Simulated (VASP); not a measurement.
GaSb:

```
Sb Ga
1.0
    -1.57638    2.71020    2.93139
     1.57638   -2.71020    2.93139
     1.57638    2.71020   -2.93139
Sb Ga
1 1
Direct
  0.50000 0.50000 0.00000
  0.00000 0.00000 0.00000
```

This cell differs from its parent crystal: volume scaled by 1.04.

Base run:

```yaml
Program: VASP 6.6.1
Functional: PBEsol
Potentials_or_basis: VASP PAW PBE potentials, release 64 (Sb, Ga_d)
Cutoff: 520 eV
k_mesh: 10 × 10 × 10
Occupations: fermi-dirac, width 0.05 eV
Spin: no spin polarisation
```

Its results: band gap on the k mesh zero (band 9 reaches 7.79 eV, above the bottom of band 10 at 3.58 eV); pressure -4.9 GPa.

**Question.** After a change of settings the same cell gave: band gap on the k mesh zero (band 9 reaches 7.94 eV, above the bottom of band 10 at 3.74 eV); pressure -2.0 GPa. Which change was it?
A. functional from PBEsol to LDA; potentials or basis from VASP PAW PBE potentials, release 64 (Sb, Ga_d) to VASP PAW LDA potentials, release 64 (Sb, Ga_d)
B. functional from PBEsol to r2SCAN; further incar settings from ALGO = Normal; EDIFF = 1e-06; NBANDS = 16 to ALGO = Normal; EDIFF = 1e-07; NBANDS = 16
C. functional from PBEsol to PBE

**Answer.** C.

PBE binds less tightly than PBEsol, so the same cell stands under more pressure.

Caveats: spin-orbit coupling is left out, which moves the levels of the heavy elements; the PAW data sets were made with another functional, which shifts forces and pressure a little (some runs).
